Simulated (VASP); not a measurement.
# InP (Fm-3m) in VASP: a series of runs

InP is run at these levels: PBE+D3(BJ); tasks: single point, relaxation of cell and atoms.

Everything below comes from runs of VASP 6.6.1. Logs are shortened: lines on timing, memory, paths and dates and some standing lists are left out, and cuts for length are marked.

## 1. The cell of the first run

The structure is cubic, space group Fm-3m (No. 225). Conventional cell: a = 5.469 Å, b = 5.469 Å, c = 5.469 Å, α = 90.00°, β = 90.00°, γ = 90.00°. Within 3.6 Å of In (site symmetry m-3m) lie 6 P at 2.73 Å. P (site symmetry m-3m) has 6 In at 2.73 Å within 3.6 Å.

## 2. Single point, PBE+D3(BJ)

Input file INCAR:

```
  PREC = Accurate
  ENCUT = 520
  EDIFF = 1E-7
  ISMEAR = 0
  SIGMA = 0.1
  LREAL = False
  LASPH = True
  NELM = 80
  ALGO = Normal
  ISIF = 2
  LWAVE = False
  LCHARG = False
  GGA = PE
  IVDW = 12
  NBANDS = 16
```

Input file KPOINTS:

```
regular mesh
0
Gamma
  14 14 14
```

Input file POSCAR:

```
InP
1.0
    0.0000000000      2.7342918094      2.7342918094
    2.7342918094      0.0000000000      2.7342918094
    2.7342918094      2.7342918094      0.0000000000
In P
1 1
Direct
    0.0000000000      0.0000000000      0.0000000000
    0.5000000000      0.5000000000      0.5000000000
```

Potentials or basis: VASP PAW PBE potentials, release 64 (In_d, P).

Command:

```sh
$ cat potpaw_PBE.64/In_d/POTCAR potpaw_PBE.64/P/POTCAR > POTCAR
$ mpirun -np 1 vasp_std > vasp.out
```

OUTCAR:

```text
PREC = Accurate
   ENCUT = 520
   EDIFF = 1E-7
   ISMEAR = 0
   LREAL = False
   LASPH = True
   NELM = 80
   ISIF = 2
   GGA = PE
   IVDW = 12
 IVDW          = 12

 ion  position               nearest neighbor table
   1  0.000  0.000  0.000-   2 2.73   2 2.73   2 2.73   2 2.73   2 2.73   2 2.73
   2  0.500  0.500  0.500-   1 2.73   1 2.73   1 2.73   1 2.73   1 2.73   1 2.73

  LATTYP: Found a face centered cubic cell.
 ALAT       =     5.4685836188

  Lattice vectors:

 A1 = (   0.0000000000,   2.7342918094,   2.7342918094)
 A2 = (   2.7342918094,   0.0000000000,   2.7342918094)
 A3 = (   2.7342918094,   2.7342918094,   0.0000000000)

Analysis of symmetry for initial positions (statically):
=====================================================================
 Subroutine PRICEL returns:
 Original cell was already a primitive cell.

 Routine SETGRP: Setting up the symmetry group for a
 face centered cubic supercell.

 Subroutine GETGRP returns: Found 48 space group operations
 (whereof 48 operations were pure point group operations)
 out of a pool of 48 trial point group operations.

The static configuration has the point symmetry O_h .

Analysis of symmetry for dynamics (positions and initial velocities):
=====================================================================
 Subroutine PRICEL returns:
 Original cell was already a primitive cell.

 Routine SETGRP: Setting up the symmetry group for a
 face centered cubic supercell.

 Subroutine GETGRP returns: Found 48 space group operations
 (whereof 48 operations were pure point group operations)
 out of a pool of 48 trial point group operations.

The dynamic configuration has the point symmetry O_h .

 Subroutine INISYM returns: Found 48 space group operations
 (whereof 48 operations are pure point group operations),
 and found     1 'primitive' translations

----------------------------------------------------------------------------------------

                                     Primitive cell

  volume of cell :      40.8851

  direct lattice vectors                    reciprocal lattice vectors
     0.000000000  2.734291809  2.734291809    -0.182862706  0.182862706  0.182862706
     2.734291809  0.000000000  2.734291809     0.182862706 -0.182862706  0.182862706
     2.734291809  2.734291809  0.000000000     0.182862706  0.182862706 -0.182862706

  length of vectors
     3.866872560  3.866872560  3.866872560     0.316727498  0.316727498  0.316727498

  position of ions in fractional coordinates (direct lattice)
[... 8 lines left out ...]
----------------------------------------------------------------------------------------

 KPOINTS: regular mesh

Automatic generation of k-mesh.
 Grid dimensions read from file:
 generate k-points for:   14   14   14

 Generating k-lattice:

  Cartesian coordinates                     Fractional coordinates (reciprocal lattice)
    -0.013061622  0.013061622  0.013061622     0.071428571  0.000000000  0.000000000
     0.013061622 -0.013061622  0.013061622     0.000000000  0.071428571  0.000000000
     0.013061622  0.013061622 -0.013061622     0.000000000  0.000000000  0.071428571

  Length of vectors
     0.022623393  0.022623393  0.022623393

  Shift w.r.t. Gamma in fractional coordinates (k-lattice)
     0.000000000  0.000000000  0.000000000

 Subroutine IBZKPT returns following result:
 ===========================================

 Found    104 irreducible k-points:

 Following reciprocal coordinates:
            Coordinates               Weight
  0.000000  0.000000  0.000000      1.000000
  0.071429  0.000000  0.000000      8.000000
  0.142857  0.000000  0.000000      8.000000
  0.214286  0.000000  0.000000      8.000000
  0.285714  0.000000  0.000000      8.000000
  0.357143  0.000000  0.000000      8.000000
[... 16 lines left out ...]
  0.214286  0.142857  0.000000     24.000000
  0.285714  0.142857  0.000000     24.000000
 [... further k-points ...]
   k-points           NKPTS =    104   k-points in BZ     NKDIM =    104   number of bands    NBANDS=     16
   number of dos      NEDOS =    301   number of ions     NIONS =      2
   total plane-waves  NPLWV =  27000
   dimension x,y,z NGX =    30 NGY =   30 NGZ =   30
   dimension x,y,z NGXF=    60 NGYF=   60 NGZF=   60
   ions per type =               1   1
   NGX,Y,Z   is equivalent  to a cutoff of  12.90, 12.90, 12.90 a.u.
   NGXF,Y,Z  is equivalent  to a cutoff of  25.80, 25.80, 25.80 a.u.
 SYSTEM =  unknown system
   PREC   = accura    normal or accurate (medium, high low for compatibility)
   ISTART =      0    job   : 0-new  1-cont  2-samecut
   ICHARG =      2    charge: 1-file 2-atom 10-const
   ISPIN  =      1    spin polarized calculation?
   LNONCOLLINEAR =      F non collinear calculations
   LSORBIT =      F    spin-orbit coupling
   LASPH  =      T    aspherical Exc in radial PAW
   ENCUT  =  520.0 eV  38.22 Ry    6.18 a.u.   7.19  7.19  7.19*2*pi/ulx,y,z
   NELM   =     80;   NELMIN=  2; NELMDL= -5     # of ELM steps
   EDIFF  = 0.1E-06   stopping-criterion for ELM
   LREAL  =      F    real-space projection
   EDIFFG = 0.1E-05   stopping-criterion for IOM
   NSW    =      0    number of steps for IOM
   IBRION =     -1    ionic relax: 0-MD 1-quasi-New 2-CG
   NFREE  =      0    steps in history (QN), initial steepest desc. (CG)
   ISIF   =      2    stress and relaxation
   ISYM   =      2    0-nonsym 1-usesym 2-fastsym
   POTIM  = 0.5000    time-step for ionic-motion
   TEBEG  =    0.0;   TEEND  =   0.0 temperature during run
   PSTRESS=    0.0 pullay stress
   NELECT =      18.0000    total number of electrons
   NUPDOWN=      -1.0000    fix difference up-down
   EMIN   =  10.00;   EMAX   =-10.00  energy-range for DOS
   EFERMI =   0.00;   METHOD = LEGACY
   ISMEAR =     0;   SIGMA  =   0.10  broadening in eV -4-tet -1-fermi 0-gaus
   EFERMI_NEDOS =   21; number of points for ismear=-14 and -15
   IALGO  =     38    algorithm
   IMIX   =      4    mixing-type and parameters
     AMIX     =   0.40;   BMIX     =  1.00
     AMIX_MAG =   1.60;   BMIX_MAG =  1.00
  volume/ion in A,a.u.               =      20.44       137.95
  Fermi-wavevector in a.u.,A,eV,Ry     =   1.245406  2.353475 21.103113  1.551035
  Thomas-Fermi vector in A             =   2.379629
   LORBIT       =      0    0 simple, 1 ext, 2 COOP (PROOUT), +10 PAW based schemes
   GGA     = PE    functional components
   LHFCALC =     F    Hartree Fock is set to
   AEXX    =    0.0000 exact exchange contribution
   IVDW    =    12    specifies the selected vdW correction
   LEPSILON=     F    determine dielectric tensor
   LRPA    =     F    only Hartree local field effects (RPA)
 non-spin polarized calculation
 Gauss-broadening in eV      SIGMA  =   0.10
  energy-cutoff  :      520.00
  volume of cell :       40.89
 maximum number of plane-waves:      1119
 NGX is ok and might be reduce to    30
   NGX = 15   NGY = 15   NGZ = 15

 number of electron      18.0000000 magnetization

 Free energy of the ion-electron system (eV)
  ---------------------------------------------------
  ext. energy  EPLUGINS =         0.00000000
  ---------------------------------------------------
  free energy    TOTEN  =        -7.90227358 eV

  energy without entropy =       -7.89606138  energy(sigma->0) =       -7.89916748

 E-fermi :   7.4724     XC(G=0): -10.5719

 val. band max:        7.4522321204   @ k =   0.3571   0.1429   0.0714
 cond. band min:       7.4739646781   @ k =  -0.3571   0.1429   0.0000
 fundamental gap:      0.0217325577
 Fermi energy:         7.4724202961

 k-point     1 :       0.0000    0.0000    0.0000
  band No.  band energies     occupation
      1      -6.7517      2.00000
      2      -6.7517      2.00000
      3      -6.7291      2.00000
      4      -6.7291      2.00000
      5      -6.7291      2.00000
      6      -4.7915      2.00000
[... 8 lines left out ...]
     15      16.2216      0.00000
     16      16.2216      0.00000

 k-point     2 :       0.0714    0.0000    0.0000
  band No.  band energies     occupation
      1      -6.7543      2.00000
      2      -6.7543      2.00000
      3      -6.7293      2.00000
      4      -6.7255      2.00000
      5      -6.7255      2.00000
      6      -4.7251      2.00000
[... 8 lines left out ...]
     15      15.5870      0.00000
     16      16.1923      0.00000

 k-point     3 :       0.1429    0.0000    0.0000
  band No.  band energies     occupation
      1      -6.7634      2.00000
      2      -6.7634      2.00000
      3      -6.7304      2.00000
      4      -6.7135      2.00000
      5      -6.7135      2.00000
      6      -4.5275      2.00000
[... 8 lines left out ...]
     15      15.4410      0.00000
     16      15.9994      0.00000

 k-point     4 :       0.2143    0.0000    0.0000
  band No.  band energies     occupation
      1      -6.7777      2.00000
      2      -6.7777      2.00000
      3      -6.7327      2.00000
      4      -6.6948      2.00000
      5      -6.6948      2.00000
      6      -4.2049      2.00000
[... 8 lines left out ...]
     15      15.9315      0.00000
     16      15.9561      0.00000
[... 324 lines left out ...]
 k-point    22 :       0.1429    0.1429    0.0000
  band No.  band energies     occupation
      1      -6.7950      2.00000
      2      -6.7417      2.00000
      3      -6.7409      2.00000
      4      -6.7069      2.00000
      5      -6.7069      2.00000
      6      -4.4259      2.00000
[... 8 lines left out ...]
     15      17.6558      0.00000
     16      17.6558      0.00000

 k-point    23 :       0.2143    0.1429    0.0000
  band No.  band energies     occupation
      1      -6.8205      2.00000
      2      -6.7445      2.00000
      3      -6.7435      2.00000
      4      -6.6958      2.00000
      5      -6.6908      2.00000
      6      -4.1746      2.00000
[... 8 lines left out ...]
     15      17.3980      0.00000
     16      17.8530      0.00000

 k-point    24 :       0.2857    0.1429    0.0000
  band No.  band energies     occupation
      1      -6.8446      2.00000
      2      -6.7544      2.00000
      3      -6.7441      2.00000
      4      -6.6852      2.00000
      5      -6.6692      2.00000
      6      -3.8040      2.00000
[... 8 lines left out ...]
     15      17.7181      0.00000
     16      17.9314      0.00000

 [... further k-points ...]

------------------------ aborting loop because EDIFF is reached ----------------------------------------

 Edisp (eV)   -0.78044

 E8    (eV) :    -0.3464

  FORCE on cell =-STRESS in cart. coord.  units (eV):
  Direction    XX          YY          ZZ          XY          YZ          ZX
  --------------------------------------------------------------------------------------
  -------------------------------------------------------------------------------------
  Total      -0.00717    -0.00717    -0.00717     0.00000     0.00000    -0.00000
  in kB      -0.28102    -0.28102    -0.28102     0.00000     0.00000    -0.00000
  external pressure =       -0.28 kB  Pullay stress =        0.00 kB

 VOLUME and BASIS-vectors are now :
 -----------------------------------------------------------------------------
  energy-cutoff  :      520.00
  volume of cell :       40.89
      direct lattice vectors                 reciprocal lattice vectors
     0.000000000  2.734291809  2.734291809    -0.182862706  0.182862706  0.182862706
     2.734291809  0.000000000  2.734291809     0.182862706 -0.182862706  0.182862706
     2.734291809  2.734291809  0.000000000     0.182862706  0.182862706 -0.182862706

 POSITION                                       TOTAL-FORCE (eV/Angst)
 -----------------------------------------------------------------------------------
      0.00000      0.00000      0.00000        -0.000000      0.000000      0.000000
      2.73429      2.73429      2.73429         0.000000      0.000000      0.000000
 -----------------------------------------------------------------------------------
    total drift:                               -0.000000      0.000000      0.000000

  FREE ENERGIE OF THE ION-ELECTRON SYSTEM (eV)
  ---------------------------------------------------
  free  energy   TOTEN  =        -8.6827139573 eV

  energy  without entropy=       -8.6765017552  energy(sigma->0) =       -8.67960786
```

Wall time 64 s (1 thread of Intel Xeon Platinum 8259CL at 2.50GHz (Skylake/Cascade Lake), shared host); peak memory 0.22 GiB.

Results:

| Item | Value |
| --- | --- |
| Free energy | -8.6827 eV |
| Pressure | 0.0 GPa |
| Band gap on the k mesh | zero (band 9 reaches 7.82 eV, above the bottom of band 10 at 5.05 eV) |
| Dispersion energy per atom | -0.390 eV |

Caveat: spin-orbit coupling is left out, which moves the levels of the heavy elements; pairwise dispersion overbinds metals, which lowers pressure and volume.

(Part 1 of 2 ends here.)
